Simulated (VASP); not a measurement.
# SiNi2 (P6_3/mmc) in VASP: notebook

Runs on SiNi2. Level: r2SCAN. Tasks: single point.

Program: VASP 6.6.1. These are calculated values, not measurements. Logs are shortened: lines on timing, memory, paths and dates and some standing lists are left out, and cuts for length are marked.

## Step 1: The cell of the first run

The structure is hexagonal, space group P6_3/mmc (No. 194). The conventional cell has a = 3.870 Å, b = 3.870 Å, c = 4.927 Å, α = 90.00°, β = 90.00°, γ = 120.00°. Si (site symmetry -6m2) has 11 Ni at 2.23 to 2.55 Å within 3.0 Å. Within 3.3 Å of Ni (site symmetry -3m) lie 8 Ni at 2.46 to 2.55 Å and 6 Si at 2.55 Å. Within 3.0 Å of Ni (site symmetry -6m2) lie 5 Si at 2.23 to 2.46 Å and 6 Ni at 2.55 Å.

## Step 2: Single point, r2SCAN

POSCAR reads:

```
SiNi2
1.0
    3.8695454910      0.0000000000      0.0000000000
   -1.9347727455      3.3511246963      0.0000000000
    0.0000000000      0.0000000000      4.9268112946
Si Ni
2 4
Direct
    0.3333333333      0.6666666667      0.7500000000
    0.6666666667      0.3333333333      0.2500000000
    0.0000000000      0.0000000000      0.0000000000
    0.0000000000      0.0000000000      0.5000000000
    0.3333333333      0.6666666667      0.2500000000
    0.6666666667      0.3333333333      0.7500000000
```

INCAR.step1 reads:

```
  PREC = Accurate
  ENCUT = 520
  ISMEAR = 0
  SIGMA = 0.1
  LREAL = F
  LASPH = T
  NELM = 80
  NBANDS = 33
  GGA = PE
  ALGO = Normal
  EDIFF = 1E-4
  LWAVE = T
  LCHARG = F
```

INCAR.step2 reads:

```
  PREC = Accurate
  ENCUT = 520
  EDIFF = 1E-6
  ISMEAR = 0
  SIGMA = 0.1
  LREAL = F
  LASPH = T
  NELM = 80
  ALGO = Normal
  ISIF = 2
  LWAVE = F
  LCHARG = F
  METAGGA = R2SCAN
  LMIXTAU = T
  NBANDS = 33
  ISTART = 1
```

KPOINTS reads:

```
Automatic mesh
0
Gamma
  12 12 8
```

Potentials or basis: VASP PAW PBE potentials, release 64 (Si, Ni).

Run with:

```sh
> cat potpaw_PBE.64/Si/POTCAR potpaw_PBE.64/Ni/POTCAR > POTCAR
> cp INCAR.step1 INCAR
> mpirun -np 1 vasp_std > vasp.out
> cp INCAR.step2 INCAR
> mpirun -np 1 vasp_std > vasp.out
```

OUTCAR:

```text
PREC = Accurate
   ENCUT = 520
   EDIFF = 1E-6
   ISMEAR = 0
   LREAL = F
   LASPH = T
   NELM = 80
   ISIF = 2
   METAGGA = R2SCAN
   ISTART = 1

 ion  position               nearest neighbor table
   1  0.333  0.667  0.750-   6 2.23   6 2.23   6 2.23   5 2.46   5 2.46   3 2.55   4 2.55   4 2.55
                             3 2.55   4 2.55   3 2.55
   2  0.667  0.333  0.250-   5 2.23   5 2.23   5 2.23   6 2.46   6 2.46   3 2.55   4 2.55   3 2.55
                             4 2.55   3 2.55   4 2.55
   3  0.000  0.000  0.000-   4 2.46   4 2.46   1 2.55   5 2.55   6 2.55   2 2.55   1 2.55   5 2.55
                             2 2.55   6 2.55   2 2.55   6 2.55   1 2.55   5 2.55
   4  0.000  0.000  0.500-   3 2.46   3 2.46   1 2.55   5 2.55   6 2.55   2 2.55   1 2.55   5 2.55
                             2 2.55   6 2.55   2 2.55   6 2.55   1 2.55   5 2.55
   5  0.333  0.667  0.250-   2 2.23   2 2.23   2 2.23   1 2.46   1 2.46   3 2.55   4 2.55   4 2.55
                             3 2.55   4 2.55   3 2.55
   6  0.667  0.333  0.750-   1 2.23   1 2.23   1 2.23   2 2.46   2 2.46   3 2.55   4 2.55   3 2.55
                             4 2.55   3 2.55   4 2.55

  LATTYP: Found a hexagonal cell.
 ALAT       =     3.8695454910
 C/A-ratio  =     1.2732273871

  Lattice vectors:

 A1 = (   3.8695454910,   0.0000000000,   0.0000000000)
 A2 = (  -1.9347727455,   3.3511246963,   0.0000000000)
 A3 = (   0.0000000000,   0.0000000000,   4.9268112946)

Analysis of symmetry for initial positions (statically):
=====================================================================
 Subroutine PRICEL returns:
 Original cell was already a primitive cell.

 Routine SETGRP: Setting up the symmetry group for a
 hexagonal supercell.

 Subroutine GETGRP returns: Found 24 space group operations
 (whereof 12 operations were pure point group operations)
 out of a pool of 24 trial point group operations.

The static configuration has the point symmetry D_3d.
 The point group associated with its full space group is D_6h.

Analysis of symmetry for dynamics (positions and initial velocities):
=====================================================================
 Subroutine PRICEL returns:
 Original cell was already a primitive cell.

 Routine SETGRP: Setting up the symmetry group for a
 hexagonal supercell.

 Subroutine GETGRP returns: Found 24 space group operations
 (whereof 12 operations were pure point group operations)
 out of a pool of 24 trial point group operations.

The dynamic configuration has the point symmetry D_3d.
 The point group associated with its full space group is D_6h.

 Subroutine INISYM returns: Found 24 space group operations
 (whereof 12 operations are pure point group operations),
 and found     1 'primitive' translations

----------------------------------------------------------------------------------------

                                     Primitive cell

  volume of cell :      63.8876

  direct lattice vectors                    reciprocal lattice vectors
     3.869545491  0.000000000  0.000000000     0.258428284  0.149203639  0.000000000
    -1.934772745  3.351124696  0.000000000     0.000000000  0.298407278  0.000000000
     0.000000000  0.000000000  4.926811295     0.000000000  0.000000000  0.202971037

  length of vectors
     3.869545491  3.869545491  4.926811295     0.298407278  0.298407278  0.202971037

  position of ions in fractional coordinates (direct lattice)
     0.333333333  0.666666667  0.750000000
     0.666666667  0.333333333  0.250000000
     0.000000000  0.000000000  0.000000000
     0.000000000  0.000000000  0.500000000
     0.333333333  0.666666667  0.250000000
     0.666666667  0.333333333  0.750000000

  ion indices of the primitive-cell ions
   primitive index   ion index
                 1           1
                 2           2
                 3           3
                 4           4
                 5           5
                 6           6

----------------------------------------------------------------------------------------

 KPOINTS: Automatic mesh

Automatic generation of k-mesh.
 Grid dimensions read from file:
 generate k-points for:   12   12    8

 Generating k-lattice:

  Cartesian coordinates                     Fractional coordinates (reciprocal lattice)
     0.021535690  0.012433637  0.000000000     0.083333333  0.000000000  0.000000000
     0.000000000  0.024867273  0.000000000     0.000000000  0.083333333  0.000000000
     0.000000000  0.000000000  0.025371380     0.000000000  0.000000000  0.125000000

  Length of vectors
     0.024867273  0.024867273  0.025371380

  Shift w.r.t. Gamma in fractional coordinates (k-lattice)
     0.000000000  0.000000000  0.000000000

 Subroutine IBZKPT returns following result:
 ===========================================

 Found     95 irreducible k-points:

 Following reciprocal coordinates:
            Coordinates               Weight
  0.000000  0.000000  0.000000      1.000000
  0.083333  0.000000  0.000000      6.000000
  0.166667  0.000000  0.000000      6.000000
  0.250000  0.000000  0.000000      6.000000
  0.333333  0.000000  0.000000      6.000000
  0.416667  0.000000  0.000000      6.000000
[... 16 lines left out ...]
  0.250000  0.000000  0.125000     12.000000
  0.333333  0.000000  0.125000     12.000000
 [... further k-points ...]
   k-points           NKPTS =     95   k-points in BZ     NKDIM =     95   number of bands    NBANDS=     33
   number of dos      NEDOS =    301   number of ions     NIONS =      6
   total plane-waves  NPLWV =  36000
   dimension x,y,z NGX =    30 NGY =   30 NGZ =   40
   dimension x,y,z NGXF=    60 NGYF=   60 NGZF=   80
   ions per type =               2   4
   NGX,Y,Z   is equivalent  to a cutoff of  12.89, 12.89, 13.50 a.u.
   NGXF,Y,Z  is equivalent  to a cutoff of  25.78, 25.78, 26.99 a.u.
 SYSTEM =  unknown system
   PREC   = accura    normal or accurate (medium, high low for compatibility)
   ISTART =      1    job   : 0-new  1-cont  2-samecut
   ICHARG =      0    charge: 1-file 2-atom 10-const
   ISPIN  =      1    spin polarized calculation?
   LNONCOLLINEAR =      F non collinear calculations
   LSORBIT =      F    spin-orbit coupling
   LASPH  =      T    aspherical Exc in radial PAW
   ENCUT  =  520.0 eV  38.22 Ry    6.18 a.u.   7.19  7.19  9.16*2*pi/ulx,y,z
   NELM   =     80;   NELMIN=  2; NELMDL=  0     # of ELM steps
   EDIFF  = 0.1E-05   stopping-criterion for ELM
   LREAL  =      F    real-space projection
   EDIFFG = 0.1E-04   stopping-criterion for IOM
   NSW    =      0    number of steps for IOM
   IBRION =     -1    ionic relax: 0-MD 1-quasi-New 2-CG
   NFREE  =      0    steps in history (QN), initial steepest desc. (CG)
   ISIF   =      2    stress and relaxation
   ISYM   =      2    0-nonsym 1-usesym 2-fastsym
   POTIM  = 0.5000    time-step for ionic-motion
   TEBEG  =    0.0;   TEEND  =   0.0 temperature during run
   PSTRESS=    0.0 pullay stress
   NELECT =      48.0000    total number of electrons
   NUPDOWN=      -1.0000    fix difference up-down
   EMIN   =  10.00;   EMAX   =-10.00  energy-range for DOS
   EFERMI =   0.00;   METHOD = LEGACY
   ISMEAR =     0;   SIGMA  =   0.10  broadening in eV -4-tet -1-fermi 0-gaus
   EFERMI_NEDOS =   21; number of points for ismear=-14 and -15
   IALGO  =     38    algorithm
   IMIX   =      4    mixing-type and parameters
     AMIX     =   0.40;   BMIX     =  1.00
     AMIX_MAG =   1.60;   BMIX_MAG =  1.00
  volume/ion in A,a.u.               =      10.65        71.86
  Fermi-wavevector in a.u.,A,eV,Ry     =   1.488275  2.812431 30.136380  2.214961
  Thomas-Fermi vector in A             =   2.601330
   LORBIT       =      0    0 simple, 1 ext, 2 COOP (PROOUT), +10 PAW based schemes
   METAGGA = R2SCAN    functional components
   LHFCALC =     F    Hartree Fock is set to
   AEXX    =    0.0000 exact exchange contribution
   IVDW    =     0    specifies the selected vdW correction
   LEPSILON=     F    determine dielectric tensor
   LRPA    =     F    only Hartree local field effects (RPA)
 non-spin polarized calculation
 Gauss-broadening in eV      SIGMA  =   0.10
  energy-cutoff  :      520.00
  volume of cell :       63.89
 maximum number of plane-waves:      1740
 NGX is ok and might be reduce to    30
   NGX = 15   NGY = 15   NGZ = 19

 number of electron      47.9999976 magnetization

 Free energy of the ion-electron system (eV)
  ---------------------------------------------------
  ext. energy  EPLUGINS =         0.00000000
  ---------------------------------------------------
  free energy    TOTEN  =       -68.25975799 eV

  energy without entropy =      -68.24314580  energy(sigma->0) =      -68.25145189

 E-fermi :  11.3385     XC(G=0): -14.1487

 val. band max:       11.3368878405   @ k =   0.2500   0.0833   0.2500
 cond. band min:      11.3461579640   @ k =   0.3333   0.0000   0.2500
 fundamental gap:      0.0092701236
 Fermi energy:        11.3385265465

 k-point     1 :       0.0000    0.0000    0.0000
  band No.  band energies     occupation
      1      -2.0456      2.00000
      2       2.7218      2.00000
      3       4.4259      2.00000
      4       5.9045      2.00000
      5       5.9045      2.00000
      6       7.1640      2.00000
[... 25 lines left out ...]
     32      17.6028      0.00000
     33      20.1918      0.00000

 k-point     2 :       0.0833    0.0000    0.0000
  band No.  band energies     occupation
      1      -1.9502      2.00000
      2       2.7386      2.00000
      3       4.4936      2.00000
      4       5.8884      2.00000
      5       5.9536      2.00000
      6       6.8524      2.00000
[... 25 lines left out ...]
     32      18.1273      0.00000
     33      19.5081      0.00000
[... 754 lines left out ...]
     32      18.5543      0.00000
     33      19.2763      0.00000

 k-point    24 :       0.3333    0.0000    0.1250
  band No.  band energies     occupation
      1      -0.4938      2.00000
      2       2.4380      2.00000
      3       4.4182      2.00000
      4       5.4146      2.00000
      5       6.5528      2.00000
      6       6.6433      2.00000
[... 25 lines left out ...]
     32      19.0933      0.00000
     33      20.1410      0.00000

 [... further k-points ...]

------------------------ aborting loop because EDIFF is reached ----------------------------------------

  FORCE on cell =-STRESS in cart. coord.  units (eV):
  Direction    XX          YY          ZZ          XY          YZ          ZX
  --------------------------------------------------------------------------------------
  -------------------------------------------------------------------------------------
  Total        0.1388103      0.1388103      0.1009724      0.0000000      0.0000000     -0.0000000
  in kB        3.4810937      3.4810937      2.5321930      0.0000000      0.0000000     -0.0000000
  external PRESSURE =       3.1647935 kB  Pullay stress =       0.0000000 kB

 VOLUME and BASIS-vectors are now :
 -----------------------------------------------------------------------------
  energy-cutoff  :      520.00
  volume of cell :       63.89
      direct lattice vectors                 reciprocal lattice vectors
     3.869545491  0.000000000  0.000000000     0.258428284  0.149203639  0.000000000
    -1.934772745  3.351124696  0.000000000     0.000000000  0.298407278  0.000000000
     0.000000000  0.000000000  4.926811295     0.000000000  0.000000000  0.202971037

 POSITION                                       TOTAL-FORCE (eV/Angst)
 -----------------------------------------------------------------------------------
     -0.00000      2.23408      3.69511        -0.000000     -0.000000     -0.000000
      1.93477      1.11704      1.23170         0.000000      0.000000     -0.000000
      0.00000      0.00000      0.00000        -0.000000      0.000000     -0.000000
      0.00000      0.00000      2.46341        -0.000000      0.000000     -0.000000
     -0.00000      2.23408      1.23170        -0.000000     -0.000000     -0.000000
      1.93477      1.11704      3.69511         0.000000      0.000000      0.000000
 -----------------------------------------------------------------------------------
    total drift:                                0.000000     -0.000000      0.000000

  FREE ENERGIE OF THE ION-ELECTRON SYSTEM (eV)
  ---------------------------------------------------
  free  energy   TOTEN  =       -68.2597579887 eV

  energy  without entropy=      -68.2431457976  energy(sigma->0) =      -68.25145189
```

Wall time 7 min (1 thread of Intel Xeon 6975P-C (Granite Rapids), shared host); peak memory 0.29 GiB.

What came out:

* Free energy: -68.2598 eV
* Pressure: 0.3 GPa
* Band gap on the k mesh: zero (bands 24 and 25 overlap by 3.70 eV)

Caveat: the PAW data sets were made with another functional, which shifts forces and pressure a little. Spin polarisation is off, so any magnetic state and its effect on volume and gap are missing.

[end of part 1 of 2]
